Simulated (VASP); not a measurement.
Wanted: the native input for a VASP 6.6.1 run.

| Quantity | Value |
| --- | --- |
| Task | single point |
| Functional | PBE |
| Potentials or basis | VASP PAW PBE potentials, release 64 (Ga_d, P) |
| Cutoff | 520 eV |
| k mesh | 8 × 8 × 8 |
| Occupations | gaussian, width 0.05 eV |
| Spin | no spin polarisation |
| Dipole correction | no |
| Further INCAR settings | ALGO = Normal; EDIFF = 1e-06; NBANDS = 16 |

The structure of GaP lies in POSCAR:

```
GaP
1.0
    0.0000000000      2.8887650000      2.7252500000
    2.7252500000      0.0000000000      2.7252500000
    2.7252500000      2.8887650000      0.0000000000
Ga P
1 1
Direct
    0.0000000000      0.0000000000      0.0000000000
    0.7500000000      0.7500000000      0.7500000000
```

This cell differs from its parent crystal: strain +0.0600 x Voigt [0, 1, 0, 0, 0, 0].

These files were run (other wordings do the same):

INCAR

```
PREC     = Accurate       # precision mode
ENCUT    = 520            # plane-wave cutoff, eV
EDIFF    = 1E-6           # SCF threshold, eV
ISMEAR   = 0              # smearing method
SIGMA    = 0.05           # smearing width, eV
LREAL    = F              # projectors in reciprocal space
LASPH    = T              # aspherical terms in the spheres
NELM     = 60             # most SCF steps
ALGO     = Normal         # electronic algorithm
ISIF     = 2              # what is computed and relaxed
LWAVE    = F              # write WAVECAR
LCHARG   = F              # write CHGCAR
GGA      = PE             # functional
NBANDS   = 16             # bands
```

KPOINTS

```
Automatic mesh
0
Gamma
  8 8 8
```

Potentials or basis: VASP PAW PBE potentials, release 64 (Ga_d, P).

Launch:

```sh
$ cat potpaw_PBE.64/Ga_d/POTCAR potpaw_PBE.64/P/POTCAR > POTCAR
$ mpirun -np 1 vasp_std > vasp.out
```

Results of the run:

The pressure is -2.1 GPa and the band gap on the k mesh is 1.21 eV, direct.

Caveat: the cell differs from its parent crystal (strain +0.0600 x Voigt [0, 1, 0, 0, 0, 0]).

Run time: 57 s on 1 thread of Intel(R) Xeon(R) Platinum 8488C (Sapphire Rapids), on a shared host, peak memory 0.19 GiB.
